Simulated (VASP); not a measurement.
# MnSi (P2_13) in VASP: single point with LDA

Aim: the single point of MnSi with LDA.

All numbers are computed with VASP 6.6.1; they aren't measurements. Logs are shortened: lines on timing, memory, paths and dates and some standing lists are left out, and cuts for length are marked.

### 1 The cell of the first run

It takes space group P2_13 (No. 198, cubic). The conventional cell has a = 4.480 Å, b = 4.480 Å, c = 4.480 Å, α = 90.00°, β = 90.00°, γ = 90.00°. Within 3.0 Å of Mn (site symmetry 3) lie 7 Si at 2.26 to 2.51 Å and 6 Mn at 2.75 Å. Within 3.0 Å of Si (site symmetry 3) lie 7 Mn at 2.26 to 2.51 Å and 6 Si at 2.77 Å.

### 2 Single point, LDA, collinear spin, ferromagnetic start

The input, INCAR:

```
SYSTEM = MnSi
PREC = Accurate ; ENCUT = 520
EDIFF = 1E-6 ; ISMEAR = -1
SIGMA = 0.03 ; LREAL = .False.
LASPH = .True. ; NELM = 150
ALGO = Normal ; ISIF = 2
LWAVE = .False. ; LCHARG = .False.
ISPIN = 2 ; MAGMOM = 1 1 1 1 0 0 0 0
LORBIT = 11 ; LMAXMIX = 4
GGA = CA ; NBANDS = 48
```

The input, KPOINTS:

```
Automatic mesh
0
Gamma
  8 8 8
  0 0 0
```

The input, POSCAR:

```
MnSi
1.0
    4.4800000000      0.0000000000      0.0000000000
    0.0000000000      4.4800000000      0.0000000000
    0.0000000000      0.0000000000      4.4800000000
Mn Si
4 4
Direct
    0.1361529299      0.1361529299      0.1361529299
    0.6361529299      0.3638470701      0.8638470701
    0.8638470701      0.6361529299      0.3638470701
    0.3638470701      0.8638470701      0.6361529299
    0.8449587266      0.8449587266      0.8449587266
    1.3449587266     -0.3449587266      0.1550412734
    0.1550412734      1.3449587266     -0.3449587266
   -0.3449587266      0.1550412734      1.3449587266
```

Potentials or basis: VASP PAW LDA potentials, release 64 (Mn_pv, Si).

On the command line:

```bash
$ cat potpaw_LDA.64/Mn_pv/POTCAR potpaw_LDA.64/Si/POTCAR > POTCAR
$ mpirun -np 1 vasp_std > vasp.out
```

OUTCAR:

```text
SYSTEM = MnSi
   PREC = Accurate
   ENCUT = 520
   EDIFF = 1E-6
   ISMEAR = -1
   LREAL = .False.
   LASPH = .True.
   NELM = 150
   ISIF = 2
   ISPIN = 2
   LORBIT = 11
   GGA = CA

 ion  position               nearest neighbor table
   1  0.136  0.136  0.136-   5 2.26   6 2.35   7 2.35   8 2.35   6 2.51   7 2.51   8 2.51   3 2.75
                             4 2.75   2 2.75   4 2.75   3 2.75   2 2.75
   2  0.636  0.364  0.864-   6 2.26   5 2.35   7 2.35   8 2.35   7 2.51   8 2.51   5 2.51   1 2.75
                             3 2.75   3 2.75   4 2.75   4 2.75   1 2.75
   3  0.864  0.636  0.364-   7 2.26   6 2.35   5 2.35   8 2.35   8 2.51   5 2.51   6 2.51   1 2.75
                             2 2.75   2 2.75   1 2.75   4 2.75   4 2.75
   4  0.364  0.864  0.636-   8 2.26   6 2.35   7 2.35   5 2.35   6 2.51   7 2.51   5 2.51   1 2.75
                             1 2.75   2 2.75   2 2.75   3 2.75   3 2.75
   5  0.845  0.845  0.845-   1 2.26   2 2.35   3 2.35   4 2.35   2 2.51   3 2.51   4 2.51   6 2.77
                             8 2.77   8 2.77   6 2.77   7 2.77   7 2.77
   6  0.345  0.655  0.155-   2 2.26   1 2.35   3 2.35   4 2.35   3 2.51   4 2.51   1 2.51   5 2.77
                             7 2.77   7 2.77   5 2.77   8 2.77   8 2.77
   7  0.155  0.345  0.655-   3 2.26   2 2.35   1 2.35   4 2.35   4 2.51   1 2.51   2 2.51   6 2.77
                             6 2.77   8 2.77   8 2.77   5 2.77   5 2.77
   8  0.655  0.155  0.345-   4 2.26   2 2.35   3 2.35   1 2.35   2 2.51   3 2.51   1 2.51   5 2.77
                             5 2.77   7 2.77   7 2.77   6 2.77   6 2.77

  LATTYP: Found a simple cubic cell.
 ALAT       =     4.4800000000

  Lattice vectors:

 A1 = (   4.4800000000,   0.0000000000,   0.0000000000)
 A2 = (   0.0000000000,   4.4800000000,   0.0000000000)
 A3 = (   0.0000000000,   0.0000000000,   4.4800000000)

Analysis of symmetry for initial positions (statically):
=====================================================================
 Subroutine PRICEL returns:
 Original cell was already a primitive cell.

 Routine SETGRP: Setting up the symmetry group for a
 simple cubic supercell.

 Subroutine GETGRP returns: Found 12 space group operations
 (whereof  3 operations were pure point group operations)
 out of a pool of 48 trial point group operations.

The static configuration has the point symmetry C_3 .
 The point group associated with its full space group is T   .

Analysis of symmetry for dynamics (positions and initial velocities):
=====================================================================
 Subroutine PRICEL returns:
 Original cell was already a primitive cell.

 Routine SETGRP: Setting up the symmetry group for a
 simple cubic supercell.

 Subroutine GETGRP returns: Found 12 space group operations
 (whereof  3 operations were pure point group operations)
 out of a pool of 48 trial point group operations.

The dynamic configuration has the point symmetry C_3 .
 The point group associated with its full space group is T   .

Analysis of structural, dynamic, and magnetic symmetry:
=====================================================================
 Subroutine PRICEL returns:
 Original cell was already a primitive cell.

 Routine SETGRP: Setting up the symmetry group for a
 simple cubic supercell.

 Subroutine GETGRP returns: Found 12 space group operations
 (whereof  3 operations were pure point group operations)
 out of a pool of 48 trial point group operations.

The overall configuration has the point symmetry C_3 .
 The point group associated with its full space group is T   .

 Subroutine INISYM returns: Found 12 space group operations
 (whereof  3 operations are pure point group operations),
 and found     1 'primitive' translations

----------------------------------------------------------------------------------------

                                     Primitive cell

  volume of cell :      89.9154

  direct lattice vectors                    reciprocal lattice vectors
     4.480000000  0.000000000  0.000000000     0.223214286  0.000000000  0.000000000
     0.000000000  4.480000000  0.000000000     0.000000000  0.223214286  0.000000000
     0.000000000  0.000000000  4.480000000     0.000000000  0.000000000  0.223214286

  length of vectors
     4.480000000  4.480000000  4.480000000     0.223214286  0.223214286  0.223214286

  position of ions in fractional coordinates (direct lattice)
     0.136152930  0.136152930  0.136152930
     0.636152930  0.363847070  0.863847070
     0.863847070  0.636152930  0.363847070
     0.363847070  0.863847070  0.636152930
     0.844958727  0.844958727  0.844958727
     0.344958727  0.655041273  0.155041273
     0.155041273  0.344958727  0.655041273
     0.655041273  0.155041273  0.344958727

  ion indices of the primitive-cell ions
   primitive index   ion index
                 1           1
                 2           2
                 3           3
                 4           4
                 5           5
                 6           6
                 7           7
                 8           8

----------------------------------------------------------------------------------------

 KPOINTS: Automatic mesh

Automatic generation of k-mesh.
 Grid dimensions read from file:
 generate k-points for:    8    8    8

 Generating k-lattice:

  Cartesian coordinates                     Fractional coordinates (reciprocal lattice)
     0.027901786  0.000000000  0.000000000     0.125000000  0.000000000  0.000000000
     0.000000000  0.027901786  0.000000000     0.000000000  0.125000000  0.000000000
     0.000000000  0.000000000  0.027901786     0.000000000  0.000000000  0.125000000

  Length of vectors
     0.027901786  0.027901786  0.027901786

  Shift w.r.t. Gamma in fractional coordinates (k-lattice)
     0.000000000  0.000000000  0.000000000

 Subroutine IBZKPT returns following result:
 ===========================================

 Found     45 irreducible k-points:

 Following reciprocal coordinates:
            Coordinates               Weight
  0.000000  0.000000  0.000000      1.000000
  0.125000  0.000000  0.000000      6.000000
  0.250000  0.000000  0.000000      6.000000
  0.375000  0.000000  0.000000      6.000000
  0.500000  0.000000  0.000000      3.000000
  0.125000  0.125000  0.000000     12.000000
[... 16 lines left out ...]
  0.250000  0.125000  0.125000     24.000000
  0.375000  0.125000  0.125000     24.000000
 [... further k-points ...]
   k-points           NKPTS =     45   k-points in BZ     NKDIM =     45   number of bands    NBANDS=     48
   number of dos      NEDOS =    301   number of ions     NIONS =      8
   total plane-waves  NPLWV =  46656
   dimension x,y,z NGX =    36 NGY =   36 NGZ =   36
   dimension x,y,z NGXF=    72 NGYF=   72 NGZF=   72
   ions per type =               4   4
   NGX,Y,Z   is equivalent  to a cutoff of  13.36, 13.36, 13.36 a.u.
   NGXF,Y,Z  is equivalent  to a cutoff of  26.72, 26.72, 26.72 a.u.
 SYSTEM =  MnSi
   PREC   = accura    normal or accurate (medium, high low for compatibility)
   ISTART =      0    job   : 0-new  1-cont  2-samecut
   ICHARG =      2    charge: 1-file 2-atom 10-const
   ISPIN  =      2    spin polarized calculation?
   LNONCOLLINEAR =      F non collinear calculations
   LSORBIT =      F    spin-orbit coupling
   LASPH  =      T    aspherical Exc in radial PAW
   ENCUT  =  520.0 eV  38.22 Ry    6.18 a.u.   8.33  8.33  8.33*2*pi/ulx,y,z
   NELM   =    150;   NELMIN=  2; NELMDL= -5     # of ELM steps
   EDIFF  = 0.1E-05   stopping-criterion for ELM
   LREAL  =      F    real-space projection
   EDIFFG = 0.1E-04   stopping-criterion for IOM
   NSW    =      0    number of steps for IOM
   IBRION =     -1    ionic relax: 0-MD 1-quasi-New 2-CG
   NFREE  =      0    steps in history (QN), initial steepest desc. (CG)
   ISIF   =      2    stress and relaxation
   ISYM   =      2    0-nonsym 1-usesym 2-fastsym
   POTIM  = 0.5000    time-step for ionic-motion
   TEBEG  =    0.0;   TEEND  =   0.0 temperature during run
   PSTRESS=    0.0 pullay stress
   NELECT =      68.0000    total number of electrons
   NUPDOWN=      -1.0000    fix difference up-down
   EMIN   =  10.00;   EMAX   =-10.00  energy-range for DOS
   EFERMI =   0.00;   METHOD = LEGACY
   ISMEAR =    -1;   SIGMA  =   0.03  broadening in eV -4-tet -1-fermi 0-gaus
   EFERMI_NEDOS =   21; number of points for ismear=-14 and -15
   IALGO  =     38    algorithm
   IMIX   =      4    mixing-type and parameters
     AMIX     =   0.40;   BMIX     =  1.00
     AMIX_MAG =   1.60;   BMIX_MAG =  1.00
  volume/ion in A,a.u.               =      11.24        75.85
  Fermi-wavevector in a.u.,A,eV,Ry     =   1.491534  2.818590 30.268518  2.224673
  Thomas-Fermi vector in A             =   2.604177
   LORBIT       =     11    0 simple, 1 ext, 2 COOP (PROOUT), +10 PAW based schemes
   GGA     = CA    functional components
   LHFCALC =     F    Hartree Fock is set to
   AEXX    =    0.0000 exact exchange contribution
   IVDW    =     0    specifies the selected vdW correction
   LEPSILON=     F    determine dielectric tensor
   LRPA    =     F    only Hartree local field effects (RPA)
 spin polarized calculation
  energy-cutoff  :      520.00
  volume of cell :       89.92
 maximum number of plane-waves:      2469
 NGX is ok and might be reduce to    36
   NGX = 17   NGY = 17   NGZ = 17

 number of electron      68.0000015 magnetization       3.0504156

 Free energy of the ion-electron system (eV)
  ---------------------------------------------------
  ext. energy  EPLUGINS =         0.00000000
  ---------------------------------------------------
  free energy    TOTEN  =       -68.70621496 eV

  energy without entropy =      -68.68456508  energy(sigma->0) =      -68.69539002

 E-fermi :  11.3159     XC(G=0): -13.1557

 val. band max:       11.3131781878   @ k =   0.5000   0.1250   0.1250
 cond. band min:      11.3202691664   @ k =  -0.2500   0.3750   0.0000
 fundamental gap:      0.0070909786
 Fermi energy:        11.3159156042

 spin component 1

 k-point     1 :       0.0000    0.0000    0.0000
  band No.  band energies     occupation
      1     -36.4442      1.00000
      2     -36.4442      1.00000
      3     -36.4442      1.00000
      4     -36.3738      1.00000
      5     -36.3738      1.00000
      6     -36.3738      1.00000
[... 38 lines left out ...]
     45      15.7947      0.00000
     46      15.7947      0.00000
[... 1086 lines left out ...]
      6     -36.3668      1.00000
[... 38 lines left out ...]
     45      15.7293      0.00000
     46      16.5065      0.00000

 [... further k-points ...]

 spin component 2

 k-point     1 :       0.0000    0.0000    0.0000
  band No.  band energies     occupation
      1     -35.7371      1.00000
      2     -35.7371      1.00000
      3     -35.7371      1.00000
      4     -35.6363      1.00000
      5     -35.5973      1.00000
      6     -35.5973      1.00000
[... 38 lines left out ...]
     45      16.2425      0.00000
     46      16.2425      0.00000
[... 1086 lines left out ...]
      6     -35.6125      1.00000
[... 38 lines left out ...]
     45      16.0566      0.00000
     46      16.7732      0.00000

 [... further k-points ...]

 [bands above 46 left out]

------------------------ aborting loop because EDIFF is reached ----------------------------------------

  FORCE on cell =-STRESS in cart. coord.  units (eV):
  Direction    XX          YY          ZZ          XY          YZ          ZX
  --------------------------------------------------------------------------------------
  -------------------------------------------------------------------------------------
  Total       -4.0406490     -4.0406490     -4.0406490      0.0000000     -0.0000000      0.0000000
  in kB      -71.9991997    -71.9991997    -71.9991997      0.0000000     -0.0000000      0.0000000
  external PRESSURE =     -71.9991997 kB  Pullay stress =       0.0000000 kB

 VOLUME and BASIS-vectors are now :
 -----------------------------------------------------------------------------
  energy-cutoff  :      520.00
  volume of cell :       89.92
      direct lattice vectors                 reciprocal lattice vectors
     4.480000000  0.000000000  0.000000000     0.223214286  0.000000000  0.000000000
     0.000000000  4.480000000  0.000000000     0.000000000  0.223214286  0.000000000
     0.000000000  0.000000000  4.480000000     0.000000000  0.000000000  0.223214286

 POSITION                                       TOTAL-FORCE (eV/Angst)
 -----------------------------------------------------------------------------------
      0.60997      0.60997      0.60997         0.016035      0.016035      0.016035
      2.84997      1.63003      3.87003         0.016035     -0.016035     -0.016035
      3.87003      2.84997      1.63003        -0.016035      0.016035     -0.016035
      1.63003      3.87003      2.84997        -0.016035     -0.016035      0.016035
      3.78542      3.78542      3.78542         0.001437      0.001437      0.001437
      1.54542      2.93458      0.69458         0.001437     -0.001437     -0.001437
      0.69458      1.54542      2.93458        -0.001437      0.001437     -0.001437
      2.93458      0.69458      1.54542        -0.001437     -0.001437      0.001437
 -----------------------------------------------------------------------------------
    total drift:                               -0.000000      0.000000     -0.000000

  FREE ENERGIE OF THE ION-ELECTRON SYSTEM (eV)
  ---------------------------------------------------
  free  energy   TOTEN  =       -68.7062149610 eV

  energy  without entropy=      -68.6845650780  energy(sigma->0) =      -68.69539002

 total charge

# of ion       s       p       d       tot
------------------------------------------
    1        0.344   6.401   5.349  12.094
    2        0.344   6.401   5.349  12.094
    3        0.344   6.401   5.349  12.094
    4        0.344   6.401   5.349  12.094
    5        0.751   0.927   0.000   1.678
    6        0.751   0.927   0.000   1.678
    7        0.751   0.927   0.000   1.678
    8        0.751   0.927   0.000   1.678
--------------------------------------------------
tot          4.381  29.309  21.397  55.087

 magnetization (x)

# of ion       s       p       d       tot
------------------------------------------
    1       -0.000   0.003   0.783   0.786
    2       -0.000   0.003   0.783   0.786
    3       -0.000   0.003   0.783   0.786
    4       -0.000   0.003   0.783   0.786
    5       -0.008  -0.021   0.000  -0.028
    6       -0.008  -0.021   0.000  -0.028
    7       -0.008  -0.021   0.000  -0.028
    8       -0.008  -0.021   0.000  -0.028
--------------------------------------------------
tot         -0.031  -0.070   3.133   3.032
```

Run time: 4.1 min. Hardware: 1 thread of Intel Xeon Platinum 8488C (Sapphire Rapids), shared host; peak memory 0.36 GiB.

What came out:

```
Free energy                                           : -68.7062 eV
Pressure                                              : -7.2 GPa
Largest force                                         : 0.028 eV/Å
Net moment                                            : 3.05 μB per cell
Site moments                                          : Mn +0.79; Si -0.03 μB
Valence electrons inside the program's atomic spheres : Mn 12.09; Si 1.68
```

Forces on the atoms (eV/Å):
```
Mn   0.016  0.016  0.016
Mn   0.016 -0.016 -0.016
Mn  -0.016  0.016 -0.016
Mn  -0.016 -0.016  0.016
Si   0.001  0.001  0.001
Si   0.001 -0.001 -0.001
Si  -0.001  0.001 -0.001
Si  -0.001 -0.001  0.001
```

Caveat: the cell stands under tension.
